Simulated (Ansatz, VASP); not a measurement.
**Ag: VASP beside Ansatz**

Contents of INCAR:

```
SYSTEM = Ag
ALGO     = Normal         ! electronic algorithm
EDIFF    = 1E-7           ! SCF threshold, eV
ENCUT    = 520            ! plane-wave cutoff, eV
GGA      = PE             ! functional
ISIF     = 2              ! what is computed and relaxed
ISMEAR   = 0              ! smearing method
LASPH    = .True.         ! aspherical terms in the spheres
LCHARG   = .False.        ! write CHGCAR
LREAL    = .False.        ! projectors in reciprocal space
LWAVE    = .False.        ! write WAVECAR
NBANDS   = 12             ! bands
NELM     = 100            ! most SCF steps
PREC     = Accurate       ! precision mode
SIGMA    = 0.15           ! smearing width, eV
```

The input KPOINTS:

```
k-points
0
Gamma
  20 20 20
  0 0 0
```

POSCAR

```
Ag
1.0
    0.0000000000      2.0941775000      2.0431000000
    2.0941775000      0.0000000000      2.0431000000
    2.0941775000      2.0941775000      0.0000000000
Ag
1
Direct
    0.0000000000      0.0000000000      0.0000000000
```

Input for Ansatz:

```yaml
crystal:
  lattice:
    - [0.0, 2.0941775, 2.0431]
    - [2.0941775, 0.0, 2.0431]
    - [2.0941775, 2.0941775, 0.0]
  atoms:
    - { symbol: Ag, position: [0.0, 0.0, 0.0] }
basis:
  ecutwfc: 420
kpoints:
  mp_grid: { grid: [20, 20, 20] }
hamiltonian:
  xc: pbe
scf:
  occupations: { method: gaussian, width: 0.15 }
output:
  forces: true
  stress: true
  eigenvalues: true
```

Change from the starting cell: strain +0.025 along x and y, +0.000 along z, atoms carried along.

Alike in both runs: task single point; functional PBE; k mesh 20 × 20 × 20; occupations gaussian, width 0.15 eV; no spin polarisation.

|  | VASP | Ansatz |
| --- | --- | --- |
| version | VASP 6.6.1 | Ansatz 0.2.0 |
| potentials or method | VASP PAW PBE potentials, release 64 (Ag), cutoff 520 eV | scalar-relativistic, plane waves, PAW |
| valence electrons in the cell | 11 | 19 |

```tsv
	VASP	Ansatz	Ansatz less VASP
gap on the k mesh at the Fermi level (eV)	none	none	-
pressure (GPa)	-0.5	-0.4	+0.11
traceless stress, the component that is largest in VASP (GPa)	0.51	0.51	+0.002
```

A gap of «none» marks a metal or a gap that the smearing closes. The functional is the same, so the differences come from potentials, cutoffs and numerics. VASP's potentials hold 11 valence electrons a cell and Ansatz's 19, so a difference there can come from the potentials and not from the codes.
